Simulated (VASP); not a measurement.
# Ag (Im-3m) in VASP: elastic constants with PBEsol

Aim: the elastic constants of Ag with PBEsol.

Program: VASP 6.6.1. These are calculated values, not measurements. Logs are shortened: lines on timing, memory, paths and dates and some standing lists are left out, and cuts for length are marked.

### Step 1. The cell of the first run

It takes space group Im-3m (No. 229, cubic). The conventional cell has a = 3.184 Å, b = 3.184 Å, c = 3.184 Å, α = 90.00°, β = 90.00°, γ = 90.00°. Within 3.6 Å of Ag (site symmetry m-3m) lie 14 Ag at 2.76 to 3.18 Å.

This isn't the form of Ag at room conditions, which is fcc.

### Step 2. Elastic constants, PBEsol

INCAR reads:

```
PREC = Accurate
ENCUT = 600
EDIFF = 1E-8
ISMEAR = -1
SIGMA = 0.15
LREAL = False
LASPH = True
NELM = 60
ALGO = Fast
ISIF = 3
LWAVE = False
LCHARG = False
GGA = PS
NBANDS = 12
IBRION = 6
NFREE = 2
POTIM = 0.015
NSW = 1
```

KPOINTS reads:

```
Automatic mesh
0
Gamma
  20 20 20
```

POSCAR reads:

```
Ag
1.0
   -1.5919437636      1.5919437636      1.5919437636
    1.5919437636     -1.5919437636      1.5919437636
    1.5919437636      1.5919437636     -1.5919437636
Ag
1
Direct
    0.0000000000      0.0000000000      0.0000000000
```

Potentials or basis: VASP PAW PBE potentials, release 64 (Ag).

The run is started by

```sh
cat potpaw_PBE.64/Ag/POTCAR > POTCAR
mpirun -np 1 vasp_std > vasp.out
```

OUTCAR:

```text
PREC = Accurate
   ENCUT = 600
   EDIFF = 1E-8
   ISMEAR = -1
   LREAL = False
   LASPH = True
   NELM = 60
   ISIF = 3
   GGA = PS
   IBRION = 6
   NFREE = 2
   POTIM = 0.015
   NSW = 1

 ion  position               nearest neighbor table
   1  0.000  0.000  0.000-

  LATTYP: Found a body centered cubic cell.
 ALAT       =     3.1838875272

  Lattice vectors:

 A1 = (  -1.5919437636,   1.5919437636,   1.5919437636)
 A2 = (   1.5919437636,  -1.5919437636,   1.5919437636)
 A3 = (   1.5919437636,   1.5919437636,  -1.5919437636)

Analysis of symmetry for initial positions (statically):
=====================================================================
 Subroutine PRICEL returns:
 Original cell was already a primitive cell.

 Routine SETGRP: Setting up the symmetry group for a
 body centered cubic supercell.

 Subroutine GETGRP returns: Found 48 space group operations
 (whereof 48 operations were pure point group operations)
 out of a pool of 48 trial point group operations.

The static configuration has the point symmetry O_h .

Analysis of symmetry for dynamics (positions and initial velocities):
=====================================================================
 Subroutine PRICEL returns:
 Original cell was already a primitive cell.

 Routine SETGRP: Setting up the symmetry group for a
 body centered cubic supercell.

 Subroutine GETGRP returns: Found 48 space group operations
 (whereof 48 operations were pure point group operations)
 out of a pool of 48 trial point group operations.

The dynamic configuration has the point symmetry O_h .

 Subroutine INISYM returns: Found 48 space group operations
 (whereof 48 operations are pure point group operations),
 and found     1 'primitive' translations

----------------------------------------------------------------------------------------

                                     Primitive cell

  volume of cell :      16.1378

  direct lattice vectors                    reciprocal lattice vectors
    -1.591943764  1.591943764  1.591943764     0.000000000  0.314081446  0.314081446
     1.591943764 -1.591943764  1.591943764     0.314081446  0.000000000  0.314081446
     1.591943764  1.591943764 -1.591943764     0.314081446  0.314081446  0.000000000

  length of vectors
     2.757327481  2.757327481  2.757327481     0.444178241  0.444178241  0.444178241

  position of ions in fractional coordinates (direct lattice)
     0.000000000  0.000000000  0.000000000

  ion indices of the primitive-cell ions
   primitive index   ion index
                 1           1

----------------------------------------------------------------------------------------

 KPOINTS: Automatic mesh

Automatic generation of k-mesh.
 Grid dimensions read from file:
 generate k-points for:   20   20   20

 Generating k-lattice:

  Cartesian coordinates                     Fractional coordinates (reciprocal lattice)
     0.000000000  0.015704072  0.015704072     0.050000000  0.000000000  0.000000000
     0.015704072  0.000000000  0.015704072     0.000000000  0.050000000  0.000000000
     0.015704072  0.015704072  0.000000000     0.000000000  0.000000000  0.050000000

  Length of vectors
     0.022208912  0.022208912  0.022208912
[... 100 lines left out ...]
  ext. energy  EPLUGINS =         0.00000000
  ---------------------------------------------------
  free energy    TOTEN  =        -3.27304338 eV

  energy without entropy =       -3.25036627  energy(sigma->0) =       -3.26170483

------------------------ aborting loop because EDIFF is reached ----------------------------------------

  FORCE on cell =-STRESS in cart. coord.  units (eV):
  Direction    XX          YY          ZZ          XY          YZ          ZX
  --------------------------------------------------------------------------------------
  -------------------------------------------------------------------------------------
  Total        0.4738474      0.4738474      0.4738474     -0.0000000      0.0000000      0.0000000
  in kB       47.0441869     47.0441869     47.0441869     -0.0000000      0.0000000      0.0000000
  external PRESSURE =      47.0441869 kB  Pullay stress =       0.0000000 kB
[... 86 lines left out ...]
  FREE ENERGIE OF THE ION-ELECTRON SYSTEM (eV)
  ---------------------------------------------------
  free  energy   TOTEN  =        -3.2643959089 eV

  energy  without entropy=       -3.2420081532  energy(sigma->0) =       -3.25320203

[... ionic steps 4 to 12 ...]

--------------------------------------- Ionic step       13  -------------------------------------------

 number of electron      11.0000000 magnetization

------------------------ aborting loop because EDIFF is reached ----------------------------------------
[... 65 lines left out ...]
--------------------------------------- Ionic step       15  -------------------------------------------

 number of electron      11.0000000 magnetization

 Free energy of the ion-electron system (eV)
  ---------------------------------------------------
  ext. energy  EPLUGINS =         0.00000000
  ---------------------------------------------------
  free energy    TOTEN  =        -3.27304384 eV

  energy without entropy =       -3.25036674  energy(sigma->0) =       -3.26170529

 E-fermi :   9.0347     XC(G=0): -12.7439

 val. band max:        9.0140428977   @ k =   0.5000   0.5000   0.0500
 cond. band min:       9.0537438531   @ k =   0.3000   0.1500   0.0500
 fundamental gap:      0.0397009554
 Fermi energy:         9.0346988910

 k-point     1 :       0.0000    0.0000    0.0000
  band No.  band energies     occupation
      1       0.7806      2.00000
      2       3.9119      2.00000
      3       3.9119      2.00000
      4       3.9119      2.00000
      5       5.3888      2.00000
      6       5.3888      2.00000
      7      27.1542      0.00000
      8      27.1542      0.00000
      9      27.1542      0.00000
     10      34.0601      0.00000
     11      34.0604      0.00000
     12      34.3867      0.00000
[... 331 lines left out ...]
 k-point    24 :       0.2500    0.1000    0.0000
  band No.  band energies     occupation
      1       2.6454      2.00000
      2       3.3732      2.00000
      3       4.4227      2.00000
      4       5.1245      2.00000
      5       5.5216      2.00000
      6       6.1966      2.00000
      7      19.5992      0.00000
      8      23.1058      0.00000
      9      25.5032      0.00000
     10      29.0875      0.00000
     11      32.5728      0.00000
     12      32.8089      0.00000

 [... further k-points ...]

------------------------ aborting loop because EDIFF is reached ----------------------------------------

  FORCE on cell =-STRESS in cart. coord.  units (eV):
  Direction    XX          YY          ZZ          XY          YZ          ZX
  --------------------------------------------------------------------------------------
  -------------------------------------------------------------------------------------
  Total        0.4742595      0.4742595      0.4742595     -0.0000000     -0.0000000     -0.0000000
  in kB       47.0850995     47.0850995     47.0850995     -0.0000000     -0.0000000     -0.0000000
  external PRESSURE =      47.0850995 kB  Pullay stress =       0.0000000 kB
[... 16 lines left out ...]
  FREE ENERGIE OF THE ION-ELECTRON SYSTEM (eV)
  ---------------------------------------------------
  free  energy   TOTEN  =        -3.2730438362 eV

  energy  without entropy=       -3.2503667376  energy(sigma->0) =       -3.26170529

 INTERNAL STRAIN TENSORS FROM STRAINED CELLS
 ============================================

 INTERNAL STRAIN TENSOR FOR ION    1 for displacements in x,y,z  (eV/Angst):
          X           Y           Z          XY          YZ          ZX
  --------------------------------------------------------------------------------
  x     0.00000    -0.00000     0.00000     0.00000    -0.00000     0.00000
  y     0.00000     0.00000    -0.00000    -0.00000     0.00000     0.00000
  z    -0.00000    -0.00000     0.00000     0.00000     0.00000     0.00000

 INTERNAL STRAIN TENSORS FROM DISPLACED ATOMS
 ============================================

 INTERNAL STRAIN TENSOR FOR ION    1 for displacements in x,y,z  (eV/Angst):
          X           Y           Z          XY          YZ          ZX
  --------------------------------------------------------------------------------
  x     0.00000     0.00000     0.00000     0.00000     0.00000     0.00000
  y     0.00000     0.00000     0.00000     0.00000     0.00000     0.00000
  z     0.00000     0.00000     0.00000     0.00000     0.00000     0.00000

 Eigenvectors and eigenvalues of the dynamical matrix
 ----------------------------------------------------

   1 f/i=    0.000000 THz     0.000000 2PiTHz    0.000000 cm-1     0.000000 meV
             X         Y         Z           dx          dy          dz
      0.000000  0.000000  0.000000     0.216930   -0.976187    0.000000

   2 f/i=    0.000000 THz     0.000000 2PiTHz    0.000000 cm-1     0.000000 meV
             X         Y         Z           dx          dy          dz
      0.000000  0.000000  0.000000     0.976187    0.216930    0.000000

   3 f/i=    0.000000 THz     0.000000 2PiTHz    0.000000 cm-1     0.000000 meV
             X         Y         Z           dx          dy          dz
      0.000000  0.000000  0.000000     0.000000    0.000000    1.000000

--------------------------------------------------------------------------------------------------------

 ELASTIC MODULI CONTR FROM IONIC RELAXATION (kBar)
 Direction    XX          YY          ZZ          XY          YZ          ZX
 --------------------------------------------------------------------------------
 XX           0.0000      0.0000      0.0000      0.0000      0.0000      0.0000
 YY           0.0000      0.0000      0.0000      0.0000      0.0000      0.0000
 ZZ           0.0000      0.0000      0.0000      0.0000      0.0000      0.0000
 XY           0.0000      0.0000      0.0000      0.0000      0.0000      0.0000
 YZ           0.0000      0.0000      0.0000      0.0000      0.0000      0.0000
 ZX           0.0000      0.0000      0.0000      0.0000      0.0000      0.0000
 --------------------------------------------------------------------------------

 TOTAL ELASTIC MODULI (kBar)
 Direction    XX          YY          ZZ          XY          YZ          ZX
 --------------------------------------------------------------------------------
 XX        1276.8763   1425.8976   1425.8976      0.0000     -0.0000     -0.0000
 YY        1425.8976   1276.8763   1425.8976      0.0000      0.0000     -0.0000
 ZZ        1425.8976   1425.8976   1276.8763     -0.0000      0.0000      0.0000
 XY           0.0000      0.0000     -0.0000    738.2606     -0.0000      0.0000
 YZ          -0.0000      0.0000      0.0000     -0.0000    738.2606      0.0000
 ZX          -0.0000     -0.0000      0.0000      0.0000      0.0000    738.2606
 --------------------------------------------------------------------------------
```

Wall time 65 min (1 thread of Oxide Virtual Turin-like, shared host); peak memory 0.84 GiB.

Results:

```yaml
Elastic_constants_C11_C12_C44: 128, 143, 74 GPa
Voigt_bulk_modulus: 138 GPa
```

Elastic tensor in Voigt notation (GPa, in the Cartesian axes of the cell as first typed):
```
128 143 143   0   0   0
143 128 143   0   0   0
143 143 128   0   0   0
  0   0   0  74   0   0
  0   0   0   0  74   0
  0   0   0   0   0  74
```

Clamped-ion elastic tensor (GPa):
```
128 143 143   0   0   0
143 128 143   0   0   0
143 143 128   0   0   0
  0   0   0  74   0   0
  0   0   0   0  74   0
  0   0   0   0   0  74
```

Caveat: the cell is under stress, which shifts elastic constants; the elastic tensor has a negative eigenvalue, so either the cell is unstable as it stands or the mesh is too thin; the PAW data sets were made with another functional, which shifts forces and pressure a little.
